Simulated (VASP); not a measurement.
# Cu3O2 (R-3m) in VASP: a series of runs

The runs below take Cu3O2 through single point, with PBE.

All numbers are computed with VASP 6.6.1; they aren't measurements. Logs are shortened: lines on timing, memory, paths and dates and some standing lists are left out, and cuts for length are marked.

**1. The cell of the first run**

It takes space group R-3m (No. 166, trigonal). The conventional cell has a = 5.926 Å, b = 5.926 Å, c = 6.587 Å, α = 90.00°, β = 90.00°, γ = 120.00°. Within 2.4 Å of Cu (site symmetry 2/m) lie 2 O at 1.82 Å. O (site symmetry 3m) has 3 Cu at 1.82 Å within 2.4 Å.

**2. Single point, PBE, collinear spin**

INCAR

```
PREC = Accurate
ENCUT = 520
EDIFF = 1E-7
ISMEAR = 0
SIGMA = 0.1
LREAL = False
LASPH = True
NELM = 150
ALGO = Normal
ISIF = 2
LWAVE = False
LCHARG = False
ISPIN = 2
MAGMOM = 1 1 1 0 0
LORBIT = 11
LMAXMIX = 4
GGA = PE
NBANDS = 34
```

KPOINTS

```
regular mesh
0
Gamma
  6 6 6
```

POSCAR

```
Cu3O2
1.0
    2.9630035000      1.7106909000      2.1957922000
   -2.9630035000      1.7106909000      2.1957922000
    0.0000000000     -3.4213818000      2.1957922000
Cu O
3 2
Direct
    0.5000000000      0.0000000000      0.0000000000
    0.0000000000      0.5000000000      0.0000000000
    0.0000000000      0.0000000000      0.5000000000
    0.2629700000      0.2629700000      0.2629700000
    0.7370300000      0.7370300000      0.7370300000
```

Potentials or basis: VASP PAW PBE potentials, release 64 (Cu, O).

Launch:

```sh
$ cat potpaw_PBE.64/Cu/POTCAR potpaw_PBE.64/O/POTCAR > POTCAR
$ mpirun -np 1 vasp_std > vasp.out
```

OUTCAR:

```text
PREC = Accurate
   ENCUT = 520
   EDIFF = 1E-7
   ISMEAR = 0
   LREAL = False
   LASPH = True
   NELM = 150
   ISIF = 2
   ISPIN = 2
   LORBIT = 11
   GGA = PE

 ion  position               nearest neighbor table
   1  0.500  0.000  0.000-   4 1.82   5 1.82   3 2.78   3 2.78   2 2.78   2 2.78
   2  0.000  0.500  0.000-   4 1.82   5 1.82   3 2.78   3 2.78   1 2.78   1 2.78
   3  0.000  0.000  0.500-   4 1.82   5 1.82   1 2.78   2 2.78   2 2.78   1 2.78
   4  0.263  0.263  0.263-   1 1.82   2 1.82   3 1.82
   5  0.737  0.737  0.737-   1 1.82   2 1.82   3 1.82

  LATTYP: Found a trigonal (rhomboedric) cell.
 ALAT       =     4.0653851579
 COS(alpha) =    -0.0624070160

  Lattice vectors:

 A1 = (   2.9630035000,   1.7106909000,   2.1957922000)
 A2 = (  -2.9630035000,   1.7106909000,   2.1957922000)
 A3 = (   0.0000000000,  -3.4213818000,   2.1957922000)

Analysis of symmetry for initial positions (statically):
=====================================================================
 Subroutine PRICEL returns:
 Original cell was already a primitive cell.

 Routine SETGRP: Setting up the symmetry group for a
 trigonal (rhombohedral) supercell.

 Subroutine GETGRP returns: Found 12 space group operations
 (whereof 12 operations were pure point group operations)
 out of a pool of 12 trial point group operations.

The static configuration has the point symmetry D_3d.

Analysis of symmetry for dynamics (positions and initial velocities):
=====================================================================
 Subroutine PRICEL returns:
 Original cell was already a primitive cell.

 Routine SETGRP: Setting up the symmetry group for a
 trigonal (rhombohedral) supercell.

 Subroutine GETGRP returns: Found 12 space group operations
 (whereof 12 operations were pure point group operations)
 out of a pool of 12 trial point group operations.

The dynamic configuration has the point symmetry D_3d.

Analysis of structural, dynamic, and magnetic symmetry:
=====================================================================
 Subroutine PRICEL returns:
 Original cell was already a primitive cell.

 Routine SETGRP: Setting up the symmetry group for a
 trigonal (rhombohedral) supercell.

 Subroutine GETGRP returns: Found 12 space group operations
 (whereof 12 operations were pure point group operations)
 out of a pool of 12 trial point group operations.

The overall configuration has the point symmetry D_3d.

 Subroutine INISYM returns: Found 12 space group operations
 (whereof 12 operations are pure point group operations),
 and found     1 'primitive' translations

----------------------------------------------------------------------------------------

                                     Primitive cell

  volume of cell :      66.7800

  direct lattice vectors                    reciprocal lattice vectors
     2.963003500  1.710690900  2.195792200     0.168747691  0.097426523  0.151805500
    -2.963003500  1.710690900  2.195792200    -0.168747691  0.097426523  0.151805500
     0.000000000 -3.421381800  2.195792200     0.000000000 -0.194853046  0.151805500

  length of vectors
     4.065385158  4.065385158  4.065385198     0.247007329  0.247007329  0.247007327

  position of ions in fractional coordinates (direct lattice)
     0.500000000  0.000000000  0.000000000
     0.000000000  0.500000000  0.000000000
     0.000000000  0.000000000  0.500000000
     0.262970000  0.262970000  0.262970000
     0.737030000  0.737030000  0.737030000

  ion indices of the primitive-cell ions
   primitive index   ion index
                 1           1
                 2           2
                 3           3
                 4           4
                 5           5

----------------------------------------------------------------------------------------

 KPOINTS: regular mesh

Automatic generation of k-mesh.
 Grid dimensions read from file:
 generate k-points for:    6    6    6

 Generating k-lattice:

  Cartesian coordinates                     Fractional coordinates (reciprocal lattice)
     0.028124615  0.016237754  0.025300917     0.166666667  0.000000000  0.000000000
    -0.028124615  0.016237754  0.025300917     0.000000000  0.166666667  0.000000000
     0.000000000 -0.032475508  0.025300917     0.000000000  0.000000000  0.166666667

  Length of vectors
     0.041167888  0.041167888  0.041167888

  Shift w.r.t. Gamma in fractional coordinates (k-lattice)
     0.000000000  0.000000000  0.000000000

 Subroutine IBZKPT returns following result:
 ===========================================

 Found     32 irreducible k-points:

 Following reciprocal coordinates:
            Coordinates               Weight
  0.000000  0.000000  0.000000      1.000000
  0.166667 -0.000000 -0.000000      6.000000
  0.333333 -0.000000  0.000000      6.000000
  0.500000  0.000000 -0.000000      3.000000
  0.166667  0.166667 -0.000000      6.000000
  0.333333  0.166667 -0.000000     12.000000
[... 16 lines left out ...]
  0.500000  0.500000  0.166667      6.000000
 -0.333333  0.500000  0.166667     12.000000
 [... further k-points ...]
   k-points           NKPTS =     32   k-points in BZ     NKDIM =     32   number of bands    NBANDS=     34
   number of dos      NEDOS =    301   number of ions     NIONS =      5
   total plane-waves  NPLWV =  27000
   dimension x,y,z NGX =    30 NGY =   30 NGZ =   30
   dimension x,y,z NGXF=    60 NGYF=   60 NGZF=   60
   ions per type =               3   2
   NGX,Y,Z   is equivalent  to a cutoff of  12.27, 12.27, 12.27 a.u.
   NGXF,Y,Z  is equivalent  to a cutoff of  24.54, 24.54, 24.54 a.u.
 SYSTEM =  unknown system
   PREC   = accura    normal or accurate (medium, high low for compatibility)
   ISTART =      0    job   : 0-new  1-cont  2-samecut
   ICHARG =      2    charge: 1-file 2-atom 10-const
   ISPIN  =      2    spin polarized calculation?
   LNONCOLLINEAR =      F non collinear calculations
   LSORBIT =      F    spin-orbit coupling
   LASPH  =      T    aspherical Exc in radial PAW
   ENCUT  =  520.0 eV  38.22 Ry    6.18 a.u.   7.56  7.56  7.56*2*pi/ulx,y,z
   NELM   =    150;   NELMIN=  2; NELMDL= -5     # of ELM steps
   EDIFF  = 0.1E-06   stopping-criterion for ELM
   LREAL  =      F    real-space projection
   EDIFFG = 0.1E-05   stopping-criterion for IOM
   NSW    =      0    number of steps for IOM
   IBRION =     -1    ionic relax: 0-MD 1-quasi-New 2-CG
   NFREE  =      0    steps in history (QN), initial steepest desc. (CG)
   ISIF   =      2    stress and relaxation
   ISYM   =      2    0-nonsym 1-usesym 2-fastsym
   POTIM  = 0.5000    time-step for ionic-motion
   TEBEG  =    0.0;   TEEND  =   0.0 temperature during run
   PSTRESS=    0.0 pullay stress
   NELECT =      45.0000    total number of electrons
   NUPDOWN=      -1.0000    fix difference up-down
   EMIN   =  10.00;   EMAX   =-10.00  energy-range for DOS
   EFERMI =   0.00;   METHOD = LEGACY
   ISMEAR =     0;   SIGMA  =   0.10  broadening in eV -4-tet -1-fermi 0-gaus
   EFERMI_NEDOS =   21; number of points for ismear=-14 and -15
   IALGO  =     38    algorithm
   IMIX   =      4    mixing-type and parameters
     AMIX     =   0.40;   BMIX     =  1.00
     AMIX_MAG =   1.60;   BMIX_MAG =  1.00
  volume/ion in A,a.u.               =      13.36        90.13
  Fermi-wavevector in a.u.,A,eV,Ry     =   1.435259  2.712246 28.027570  2.059968
  Thomas-Fermi vector in A             =   2.554577
   LORBIT       =     11    0 simple, 1 ext, 2 COOP (PROOUT), +10 PAW based schemes
   GGA     = PE    functional components
   LHFCALC =     F    Hartree Fock is set to
   AEXX    =    0.0000 exact exchange contribution
   IVDW    =     0    specifies the selected vdW correction
   LEPSILON=     F    determine dielectric tensor
   LRPA    =     F    only Hartree local field effects (RPA)
 spin polarized calculation
 Gauss-broadening in eV      SIGMA  =   0.10
  energy-cutoff  :      520.00
  volume of cell :       66.78
 maximum number of plane-waves:      1817
   NGX = 15   NGY = 15   NGZ = 15

 number of electron      44.9999996 magnetization       0.7040309

 Free energy of the ion-electron system (eV)
  ---------------------------------------------------
  ext. energy  EPLUGINS =         0.00000000
  ---------------------------------------------------
  free energy    TOTEN  =       -23.10949192 eV

  energy without entropy =      -23.09496272  energy(sigma->0) =      -23.10222732

 E-fermi :   3.3111     XC(G=0): -10.5537

 val. band max:        3.3104399905   @ k =   0.3333   0.3333   0.1667
 cond. band min:       3.3177739417   @ k =  -0.3333   0.3333   0.1667
 fundamental gap:      0.0073339512
 Fermi energy:         3.3111467191

 spin component 1

 k-point     1 :       0.0000    0.0000    0.0000
  band No.  band energies     occupation
      1     -15.5959      1.00000
      2     -14.7438      1.00000
      3      -3.0371      1.00000
      4      -3.0371      1.00000
      5      -2.0965      1.00000
      6      -0.9693      1.00000
[... 877 lines left out ...]
     33      17.8426      0.00000
     34      18.7827      0.00000

 [... further k-points ...]

 spin component 2

 k-point     1 :       0.0000    0.0000    0.0000
  band No.  band energies     occupation
      1     -15.4502      1.00000
      2     -14.5861      1.00000
      3      -2.9053      1.00000
      4      -2.9053      1.00000
      5      -1.9540      1.00000
      6      -0.7876      1.00000
[... 877 lines left out ...]
     33      17.8975      0.00000
     34      18.8121      0.00000

 [... further k-points ...]

------------------------ aborting loop because EDIFF is reached ----------------------------------------

  FORCE on cell =-STRESS in cart. coord.  units (eV):
  Direction    XX          YY          ZZ          XY          YZ          ZX
  --------------------------------------------------------------------------------------
  -------------------------------------------------------------------------------------
  Total        0.5370087      0.5370087      0.1128247      0.0000000      0.0000000      0.0000000
  in kB       12.8838514     12.8838519      2.7068764      0.0000000      0.0000000      0.0000000
  external PRESSURE =       9.4915265 kB  Pullay stress =       0.0000000 kB

 VOLUME and BASIS-vectors are now :
 -----------------------------------------------------------------------------
  energy-cutoff  :      520.00
  volume of cell :       66.78
      direct lattice vectors                 reciprocal lattice vectors
     2.963003500  1.710690900  2.195792200     0.168747691  0.097426523  0.151805500
    -2.963003500  1.710690900  2.195792200    -0.168747691  0.097426523  0.151805500
     0.000000000 -3.421381800  2.195792200     0.000000000 -0.194853046  0.151805500

 POSITION                                       TOTAL-FORCE (eV/Angst)
 -----------------------------------------------------------------------------------
      1.48150      0.85535      1.09790         0.000000      0.000000     -0.000000
     -1.48150      0.85535      1.09790         0.000000     -0.000000      0.000000
      0.00000     -1.71069      1.09790        -0.000000     -0.000000     -0.000000
      0.00000      0.00000      1.73228         0.000000     -0.000000      0.093952
      0.00000      0.00000      4.85509         0.000000     -0.000000     -0.093952
 -----------------------------------------------------------------------------------
    total drift:                                0.000000     -0.000000      0.000000

  FREE ENERGIE OF THE ION-ELECTRON SYSTEM (eV)
  ---------------------------------------------------
  free  energy   TOTEN  =       -23.1094919213 eV

  energy  without entropy=      -23.0949627230  energy(sigma->0) =      -23.10222732

 total charge

# of ion       s       p       d       tot
------------------------------------------
    1        0.439   0.368   9.164   9.971
    2        0.439   0.368   9.164   9.971
    3        0.439   0.368   9.164   9.971
    4        1.562   3.417   0.000   4.979
    5        1.562   3.417   0.000   4.979
--------------------------------------------------
tot          4.442   7.937  27.492  39.870

 magnetization (x)

# of ion       s       p       d       tot
------------------------------------------
    1        0.013  -0.002   0.161   0.172
    2        0.013  -0.002   0.161   0.172
    3        0.013  -0.002   0.161   0.172
    4        0.001   0.084   0.000   0.085
    5        0.001   0.084   0.000   0.085
--------------------------------------------------
tot          0.043   0.162   0.482   0.686
```

Run time: 2.5 min. Hardware: 1 thread of Intel Xeon 8259CL, shared host; peak memory 0.25 GiB.

Results:

```
Free energy                                           : -23.1095 eV
Pressure                                              : 0.9 GPa
Largest force                                         : 0.094 eV/Å
Net moment                                            : 0.70 μB per cell
Site moments                                          : Cu +0.17; O +0.09 μB
Valence electrons inside the program's atomic spheres : Cu 9.97; O 4.98
```

Forces in eV/Å, atoms in the order of the input:
```
Cu   0.000  0.000  0.000
Cu   0.000  0.000  0.000
Cu   0.000  0.000  0.000
O    0.000  0.000  0.094
O    0.000  0.000 -0.094
```

Stress tensor (GPa, compression positive):
```
1.29 0.00 0.00
0.00 1.29 0.00
0.00 0.00 0.27
```

Caveat: a moment this small can come from the mesh or the smearing. With open d or f shells a metallic result of PBE can be an artefact of self-interaction; +U or a hybrid may open a gap.

**3. Single point, PBE, collinear spin**

INCAR

```
SYSTEM = Cu3O2
  PREC = Accurate
  ENCUT = 520
  EDIFF = 1E-7
  ISMEAR = 0
  SIGMA = 0.1
  LREAL = .False.
  LASPH = .True.
  NELM = 150
  ALGO = Normal
  ISIF = 2
  LWAVE = .False.
  LCHARG = .True.
  ISPIN = 2
  MAGMOM = 1 1 1 0 0
  LORBIT = 11
  LMAXMIX = 4
  GGA = PE
  LELF = .True.
  LVHAR = .True.
  NBANDS = 34
```

KPOINTS

```
regular mesh
0
Gamma
  6 6 6
  0 0 0
```

POSCAR is that of step 2.

Potentials or basis: VASP PAW PBE potentials, release 64 (Cu, O).

Launch:

```sh
$ cat potpaw_PBE.64/Cu/POTCAR potpaw_PBE.64/O/POTCAR > POTCAR
$ mpirun -np 1 vasp_std > vasp.out
```

Run time: 2.6 min. Hardware: 1 thread of Intel Xeon 8259CL, shared host; peak memory 0.25 GiB.

The run converged. Its results:

| Quantity | Value |
| --- | --- |
| Free energy | -23.1095 eV |
| Pressure | 0.9 GPa |
| Largest force | 0.094 eV/Å |
| Net moment | 0.70 μB per cell |
| Site moments | Cu +0.17; O +0.09 μB |
| Valence electrons inside the program's atomic spheres | Cu 9.97; O 4.98 |

Forces on the atoms (eV/Å):
```
Cu   0.000  0.000  0.000
Cu   0.000  0.000  0.000
Cu   0.000  0.000  0.000
O    0.000  0.000  0.094
O    0.000  0.000 -0.094
```

Stress tensor (GPa, compression positive):
```
1.29 0.00 0.00
0.00 1.29 0.00
0.00 0.00 0.27
```

Levels at points of the mesh, in eV from the Fermi level:
Spin up:
```
           k point  band 21  band 22  band 23  band 24  band 25  band 26
(0.00, 0.00, 0.00)    -0.81     0.20     0.20     1.49     2.94     2.94
(0.50, 0.00, 0.00)    -1.08    -0.57     0.05     3.36     3.44     4.90
(0.50, 0.50, 0.00)    -1.10    -0.62    -0.09     3.04     3.69     4.97
(0.50, 0.50, 0.50)    -0.57    -0.57    -0.11     3.85     4.78     4.78
```
Spin down:
| k point | band 19 | band 20 | band 21 | band 22 | band 23 | band 24 | band 25 | band 26 |
| --- | --- | --- | --- | --- | --- | --- | --- | --- |
| (0.00, 0.00, 0.00) | -1.57 | -1.26 | -0.66 | 0.44 | 0.44 | 1.76 | 2.94 | 2.94 |
| (0.50, 0.00, 0.00) | -1.49 | -1.25 | -0.81 | -0.39 | 0.32 | 3.50 | 3.64 | 4.91 |
| (0.50, 0.50, 0.00) | -1.27 | -1.27 | -0.93 | -0.46 | 0.21 | 3.12 | 3.75 | 5.07 |
| (0.50, 0.50, 0.50) | -1.53 | -1.30 | -0.40 | -0.40 | 0.21 | 3.93 | 4.81 | 4.81 |

Caveat: a moment this small can come from the mesh or the smearing. With open d or f shells a metallic result of PBE can be an artefact of self-interaction; +U or a hybrid may open a gap.

**4. Single point, PBE**

INCAR

```
PREC = Accurate ; ENCUT = 520
EDIFF = 1E-7 ; ISMEAR = 0
SIGMA = 0.1 ; LREAL = False
LASPH = True ; NELM = 80
ALGO = Normal ; ISIF = 2
LWAVE = False ; LCHARG = False
GGA = PE ; NBANDS = 30
```

KPOINTS

```
regular mesh
0
Gamma
  12 12 12
```

Changes to POSCAR since step 3:

```diff
@@ -2,5 +2,5 @@
 1.0
-    2.9630035000      1.7106909000      2.1957922000
-   -2.9630035000      1.7106909000      2.1957922000
-    0.0000000000     -3.4213818000      2.1957922000
+    2.9630035274      1.7106908842      2.1957922000
+   -2.9630035274      1.7106908842      2.1957922000
+    0.0000000000     -3.4213817683      2.1957922000
 Cu O
```

Launch:

```sh
$ cat potpaw_PBE.64/Cu/POTCAR potpaw_PBE.64/O/POTCAR > POTCAR
$ mpirun -np 1 vasp_std > vasp.out
```

Run time: 5.9 min. Hardware: 1 thread of Intel Xeon 8259CL, shared host; peak memory 0.4 GiB.

It converged, with:

* Free energy: -23.1022 eV
* Pressure: 0.9 GPa
* Largest force: 0.085 eV/Å
* Band gap on the k mesh: zero (an odd number of electrons rules out a gap without spin polarisation)

Forces in eV/Å, atoms in the order of the input:
```
Cu   0.000  0.000  0.000
Cu   0.000  0.000  0.000
Cu   0.000  0.000  0.000
O    0.000  0.000  0.085
O    0.000  0.000 -0.085
```

Stress tensor (GPa, compression positive):
```
1.13 0.00 0.00
0.00 1.13 0.00
0.00 0.00 0.33
```

Levels at points of the mesh, in eV from the Fermi level:
```csv
k point,band 20,band 21,band 22,band 23,band 24,band 25
"(0.00, 0.00, 0.00)",-1.32,-0.73,0.32,0.32,1.63,2.95
"(0.50, 0.00, 0.00)",-1.31,-0.93,-0.47,0.19,3.44,3.54
"(0.50, 0.50, 0.00)",-1.33,-1.01,-0.54,0.07,3.09,3.73
"(0.50, 0.50, 0.50)",-1.40,-0.48,-0.48,0.06,3.90,4.80
```

With open d or f shells a metallic result of PBE can be an artefact of self-interaction; +U or a hybrid may open a gap.
